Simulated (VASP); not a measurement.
# SnSe2 (P-3m1) in VASP: further runs

The runs below take SnSe2 through single point, with LDA, PBE+D3(BJ).

All numbers are computed with VASP 6.6.1; they aren't measurements. Logs are shortened: lines on timing, memory, paths and dates and some standing lists are left out, and cuts for length are marked.

## (1) The cell of the first run

The structure is trigonal, space group P-3m1 (No. 164). The conventional cell has a = 3.813 Å, b = 3.813 Å, c = 6.084 Å, α = 90.00°, β = 90.00°, γ = 120.00°. Within 3.6 Å of Sn (site symmetry -3m) lie 6 Se at 2.71 Å. Within 3.6 Å of Se (site symmetry 3m) lie 3 Sn at 2.71 Å.

## (2) Single point, LDA (volume scaled by 1.04)

INCAR reads:

```
SYSTEM = SnSe2
  PREC = Accurate
  ENCUT = 500
  EDIFF = 1E-6
  ISMEAR = 0
  SIGMA = 0.05
  LREAL = .False.
  LASPH = .True.
  NELM = 120
  ALGO = Normal
  ISIF = 2
  LWAVE = .False.
  LCHARG = .False.
  GGA = CA
  NBANDS = 20
  GGA_COMPAT = .False.
```

KPOINTS reads:

```
Automatic mesh
0
Gamma
  8 8 4
  0 0 0
```

POSCAR reads:

```
SnSe2
1.0
    3.8129829588      0.0000000000      0.0000000000
   -1.9064914794      3.3021401065      0.0000000000
    0.0000000000      0.0000000000      6.0842967372
Sn Se
1 2
Direct
    0.0000000000      0.0000000000      0.0000000000
    0.3333333333      0.6666666667      0.2589490592
    0.6666666667      0.3333333333      0.7410509408
```

Potentials or basis: VASP PAW LDA potentials, release 64 (Sn_d, Se).

The run is started by

```sh
cat potpaw_LDA.64/Sn_d/POTCAR potpaw_LDA.64/Se/POTCAR > POTCAR
mpirun -np 1 vasp_std > vasp.out
```

OUTCAR:

```text
SYSTEM = SnSe2
   PREC = Accurate
   ENCUT = 500
   EDIFF = 1E-6
   ISMEAR = 0
   LREAL = .False.
   LASPH = .True.
   NELM = 120
   ISIF = 2
   GGA = CA

 ion  position               nearest neighbor table
   1  0.000  0.000  0.000-   2 2.71   3 2.71   2 2.71   3 2.71   3 2.71   2 2.71
   2  0.333  0.667  0.259-   1 2.71   1 2.71   1 2.71
   3  0.667  0.333  0.741-   1 2.71   1 2.71   1 2.71

  LATTYP: Found a hexagonal cell.
 ALAT       =     3.8129829588
 C/A-ratio  =     1.5956789744

  Lattice vectors:

 A1 = (   3.8129829588,   0.0000000000,   0.0000000000)
 A2 = (  -1.9064914794,   3.3021401065,   0.0000000000)
 A3 = (   0.0000000000,   0.0000000000,   6.0842967372)

Analysis of symmetry for initial positions (statically):
=====================================================================
 Subroutine PRICEL returns:
 Original cell was already a primitive cell.

 Routine SETGRP: Setting up the symmetry group for a
 hexagonal supercell.

 Subroutine GETGRP returns: Found 12 space group operations
 (whereof 12 operations were pure point group operations)
 out of a pool of 24 trial point group operations.

The static configuration has the point symmetry D_3d.

Analysis of symmetry for dynamics (positions and initial velocities):
=====================================================================
 Subroutine PRICEL returns:
 Original cell was already a primitive cell.

 Routine SETGRP: Setting up the symmetry group for a
 hexagonal supercell.

 Subroutine GETGRP returns: Found 12 space group operations
 (whereof 12 operations were pure point group operations)
 out of a pool of 24 trial point group operations.

The dynamic configuration has the point symmetry D_3d.

 Subroutine INISYM returns: Found 12 space group operations
 (whereof 12 operations are pure point group operations),
 and found     1 'primitive' translations

----------------------------------------------------------------------------------------

                                     Primitive cell

  volume of cell :      76.6074

  direct lattice vectors                    reciprocal lattice vectors
     3.812982959  0.000000000  0.000000000     0.262261859  0.151416955  0.000000000
    -1.906491479  3.302140107  0.000000000     0.000000000  0.302833910  0.000000000
     0.000000000  0.000000000  6.084296737     0.000000000  0.000000000  0.164357533

  length of vectors
     3.812982959  3.812982959  6.084296737     0.302833910  0.302833910  0.164357533

  position of ions in fractional coordinates (direct lattice)
     0.000000000  0.000000000  0.000000000
     0.333333333  0.666666667  0.258949059
     0.666666667  0.333333333  0.741050941

  ion indices of the primitive-cell ions
   primitive index   ion index
                 1           1
                 2           2
                 3           3

----------------------------------------------------------------------------------------

 KPOINTS: Automatic mesh

Automatic generation of k-mesh.
 Grid dimensions read from file:
 generate k-points for:    8    8    4

 Generating k-lattice:

  Cartesian coordinates                     Fractional coordinates (reciprocal lattice)
     0.032782732  0.018927119  0.000000000     0.125000000  0.000000000  0.000000000
     0.000000000  0.037854239  0.000000000     0.000000000  0.125000000  0.000000000
     0.000000000  0.000000000  0.041089383     0.000000000  0.000000000  0.250000000

  Length of vectors
     0.037854239  0.037854239  0.041089383

  Shift w.r.t. Gamma in fractional coordinates (k-lattice)
     0.000000000  0.000000000  0.000000000

 Subroutine IBZKPT returns following result:
 ===========================================

 Found     35 irreducible k-points:

 Following reciprocal coordinates:
            Coordinates               Weight
  0.000000  0.000000  0.000000      1.000000
  0.125000  0.000000  0.000000      6.000000
  0.250000  0.000000  0.000000      6.000000
  0.375000  0.000000  0.000000      6.000000
  0.500000  0.000000  0.000000      3.000000
  0.125000  0.125000  0.000000      6.000000
[... 16 lines left out ...]
 -0.125000  0.500000  0.250000     12.000000
  0.250000  0.250000  0.250000     12.000000
 [... further k-points ...]
   k-points           NKPTS =     35   k-points in BZ     NKDIM =     35   number of bands    NBANDS=     20
   number of dos      NEDOS =    301   number of ions     NIONS =      3
   total plane-waves  NPLWV =  37632
   dimension x,y,z NGX =    28 NGY =   28 NGZ =   48
   dimension x,y,z NGXF=    56 NGYF=   56 NGZF=   96
   ions per type =               1   2
   NGX,Y,Z   is equivalent  to a cutoff of  12.21, 12.21, 13.12 a.u.
   NGXF,Y,Z  is equivalent  to a cutoff of  24.42, 24.42, 26.23 a.u.
 SYSTEM =  SnSe2
   PREC   = accura    normal or accurate (medium, high low for compatibility)
   ISTART =      0    job   : 0-new  1-cont  2-samecut
   ICHARG =      2    charge: 1-file 2-atom 10-const
   ISPIN  =      1    spin polarized calculation?
   LNONCOLLINEAR =      F non collinear calculations
   LSORBIT =      F    spin-orbit coupling
   LASPH  =      T    aspherical Exc in radial PAW
   ENCUT  =  500.0 eV  36.75 Ry    6.06 a.u.   6.95  6.95 11.09*2*pi/ulx,y,z
   NELM   =    120;   NELMIN=  2; NELMDL= -5     # of ELM steps
   EDIFF  = 0.1E-05   stopping-criterion for ELM
   LREAL  =      F    real-space projection
   EDIFFG = 0.1E-04   stopping-criterion for IOM
   NSW    =      0    number of steps for IOM
   IBRION =     -1    ionic relax: 0-MD 1-quasi-New 2-CG
   NFREE  =      0    steps in history (QN), initial steepest desc. (CG)
   ISIF   =      2    stress and relaxation
   ISYM   =      2    0-nonsym 1-usesym 2-fastsym
   POTIM  = 0.5000    time-step for ionic-motion
   TEBEG  =    0.0;   TEEND  =   0.0 temperature during run
   PSTRESS=    0.0 pullay stress
   NELECT =      26.0000    total number of electrons
   NUPDOWN=      -1.0000    fix difference up-down
   EMIN   =  10.00;   EMAX   =-10.00  energy-range for DOS
   EFERMI =   0.00;   METHOD = LEGACY
   ISMEAR =     0;   SIGMA  =   0.05  broadening in eV -4-tet -1-fermi 0-gaus
   EFERMI_NEDOS =   21; number of points for ismear=-14 and -15
   IALGO  =     38    algorithm
   IMIX   =      4    mixing-type and parameters
     AMIX     =   0.40;   BMIX     =  1.00
     AMIX_MAG =   1.60;   BMIX_MAG =  1.00
  volume/ion in A,a.u.               =      25.54       172.32
  Fermi-wavevector in a.u.,A,eV,Ry     =   1.141938  2.157949 17.742289  1.304021
  Thomas-Fermi vector in A             =   2.278637
   LORBIT       =      0    0 simple, 1 ext, 2 COOP (PROOUT), +10 PAW based schemes
   GGA     = CA    functional components
   LHFCALC =     F    Hartree Fock is set to
   AEXX    =    0.0000 exact exchange contribution
   IVDW    =     0    specifies the selected vdW correction
   LEPSILON=     F    determine dielectric tensor
   LRPA    =     F    only Hartree local field effects (RPA)
 non-spin polarized calculation
 Gauss-broadening in eV      SIGMA  =   0.05
  energy-cutoff  :      500.00
  volume of cell :       76.61
 maximum number of plane-waves:      1957
   NGX = 13   NGY = 13   NGZ = 23

 number of electron      26.0000011 magnetization

 Free energy of the ion-electron system (eV)
  ---------------------------------------------------
  ext. energy  EPLUGINS =         0.00000000
  ---------------------------------------------------
  free energy    TOTEN  =       -13.78417636 eV

  energy without entropy =      -13.78417636  energy(sigma->0) =      -13.78417636

 E-fermi :   4.4665     XC(G=0):  -9.8577

 val. band max:        4.2377837550   @ k =   0.1250   0.0000   0.0000
 cond. band min:       4.8308084824   @ k =   0.5000   0.0000   0.2500
 fundamental gap:      0.5930247274
 Fermi energy:         4.4664639086

 k-point     1 :       0.0000    0.0000    0.0000
  band No.  band energies     occupation
      1     -16.9732      2.00000
      2     -16.9732      2.00000
      3     -16.9318      2.00000
      4     -16.9196      2.00000
      5     -16.9196      2.00000
      6      -9.7297      2.00000
[... 12 lines left out ...]
     19      13.2158      0.00000
     20      13.2159      0.00000

 k-point     2 :       0.1250    0.0000    0.0000
  band No.  band energies     occupation
      1     -16.9801      2.00000
      2     -16.9676      2.00000
      3     -16.9278      2.00000
      4     -16.9229      2.00000
      5     -16.9187      2.00000
      6      -9.5758      2.00000
[... 12 lines left out ...]
     19      12.4502      0.00000
     20      13.3377      0.00000

 k-point     3 :       0.2500    0.0000    0.0000
  band No.  band energies     occupation
      1     -16.9992      2.00000
      2     -16.9571      2.00000
      3     -16.9331      2.00000
      4     -16.9138      2.00000
      5     -16.9136      2.00000
      6      -9.1386      2.00000
[... 12 lines left out ...]
     19      12.2944      0.00000
     20      13.8065      0.00000

 k-point     4 :       0.3750    0.0000    0.0000
  band No.  band energies     occupation
      1     -17.0197      2.00000
      2     -16.9519      2.00000
      3     -16.9405      2.00000
      4     -16.9031      2.00000
      5     -16.9010      2.00000
      6      -8.5245      2.00000
[... 12 lines left out ...]
     19      13.4831      0.00000
     20      14.3444      0.00000

 k-point     5 :       0.5000    0.0000    0.0000
  band No.  band energies     occupation
      1     -17.0284      2.00000
      2     -16.9510      2.00000
      3     -16.9434      2.00000
      4     -16.8974      2.00000
      5     -16.8957      2.00000
      6      -8.1086      2.00000
[... 12 lines left out ...]
     19      14.1094      0.00000
     20      14.9926      0.00000
[... 353 lines left out ...]
      6      -8.6579      2.00000
[... 12 lines left out ...]
     19      11.6549      0.00000
     20      13.4478      0.00000

 k-point    22 :       0.3750    0.1250    0.2500
  band No.  band energies     occupation
      1     -17.0194      2.00000
      2     -16.9585      2.00000
      3     -16.9383      2.00000
      4     -16.9042      2.00000
      5     -16.8961      2.00000
      6      -8.0980      2.00000
[... 12 lines left out ...]
     19      13.6360      0.00000
     20      14.6611      0.00000

 k-point    23 :      -0.1250    0.5000    0.2500
  band No.  band energies     occupation
      1     -17.0194      2.00000
      2     -16.9585      2.00000
      3     -16.9383      2.00000
      4     -16.9042      2.00000
      5     -16.8961      2.00000
      6      -8.1017      2.00000
[... 12 lines left out ...]
     19      13.0845      0.00000
     20      14.3297      0.00000

 k-point    24 :       0.2500    0.2500    0.2500
  band No.  band energies     occupation
      1     -17.0067      2.00000
      2     -16.9696      2.00000
      3     -16.9294      2.00000
      4     -16.9151      2.00000
      5     -16.8961      2.00000
      6      -8.1395      2.00000
[... 12 lines left out ...]
     19      11.6589      0.00000
     20      13.8743      0.00000

 [... further k-points ...]
[... 5 lines left out ...]
  --------------------------------------------------------------------------------------
  -------------------------------------------------------------------------------------
  Total       -0.3888201     -0.3888201     -0.3443010     -0.0000000      0.0000000     -0.0000000
  in kB       -8.1318351     -8.1318351     -7.2007574     -0.0000000      0.0000000     -0.0000000
  external PRESSURE =      -7.8214759 kB  Pullay stress =       0.0000000 kB

 VOLUME and BASIS-vectors are now :
 -----------------------------------------------------------------------------
  energy-cutoff  :      500.00
  volume of cell :       76.61
      direct lattice vectors                 reciprocal lattice vectors
     3.812982959  0.000000000  0.000000000     0.262261859  0.151416955  0.000000000
    -1.906491479  3.302140107  0.000000000     0.000000000  0.302833910  0.000000000
     0.000000000  0.000000000  6.084296737     0.000000000  0.000000000  0.164357533

 POSITION                                       TOTAL-FORCE (eV/Angst)
 -----------------------------------------------------------------------------------
      0.00000      0.00000      0.00000        -0.000000      0.000000      0.000000
     -0.00000      2.20143      1.57552         0.000000     -0.000000      0.030891
      1.90649      1.10071      4.50877        -0.000000      0.000000     -0.030891
 -----------------------------------------------------------------------------------
    total drift:                                0.000000     -0.000000      0.000000

  FREE ENERGIE OF THE ION-ELECTRON SYSTEM (eV)
  ---------------------------------------------------
  free  energy   TOTEN  =       -13.7841763564 eV

  energy  without entropy=      -13.7841763564  energy(sigma->0) =      -13.78417636
```

It took 20 s on 1 thread of Intel Xeon 6975P-C (Granite Rapids), shared host; peak memory 0.18 GiB.

What came out:

```yaml
Free_energy: -13.7842 eV
Pressure: -0.8 GPa
Largest_force: 0.031 eV/Å
Band_gap_on_the_k_mesh: 0.59 eV, indirect (least direct gap 0.84 eV)
```

Forces in eV/Å, atoms in the order of the input:
```
Sn   0.000  0.000  0.000
Se   0.000  0.000  0.031
Se   0.000  0.000 -0.031
```

Stress tensor (GPa, compression positive):
```
-0.81  0.00  0.00
 0.00 -0.81  0.00
 0.00  0.00 -0.72
```

Caveat: spin-orbit coupling is left out, which moves the levels of the heavy elements. A k mesh can miss the band edges.

[end of part 1 of 2]
